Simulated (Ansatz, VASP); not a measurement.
Pt in VASP and in Ansatz

```
Pt
1.0
     2.75628    0.00000    0.00000
    -1.37814    2.38700    0.00000
     0.00000    0.00000    9.32958
Pt
4
Cartesian
  2.7563 0.0000 0.0000
  2.7563 0.0000 4.6648
  0.0000 1.5913 2.3324
  1.3781 0.7957 6.9972
```

Alike in both runs: functional r2SCAN; k mesh 13 × 13 × 4; occupations fermi-dirac, width 0.05 eV; collinear spin.

Ansatz relaxed the structure, and its values are those at the end. VASP's run is a single point on that final structure, the one shown.

|  | VASP | Ansatz |
| --- | --- | --- |
| version | VASP 6.6.1 | Ansatz 0.2.0 |
| potentials or method | VASP PAW PBE potentials, release 64 (Pt), cutoff 520 eV | plane waves (500 eV) with PAW, scalar-relativistic |
| valence electrons in the cell | 40 | 72 |

```tsv
	VASP	Ansatz	Ansatz less VASP
pressure (GPa)	0.7	0.0	-0.68
net moment per atom (μB)	0.00	0.00	-0.002
```

VASP's potentials were made for PBE, not for r2SCAN. VASP's potentials hold 40 valence electrons a cell and Ansatz's 72, so a difference there can come from the potentials and not from the codes. Ansatz's warnings: seeded moment not kept.

Neither program's run includes spin-orbit coupling.
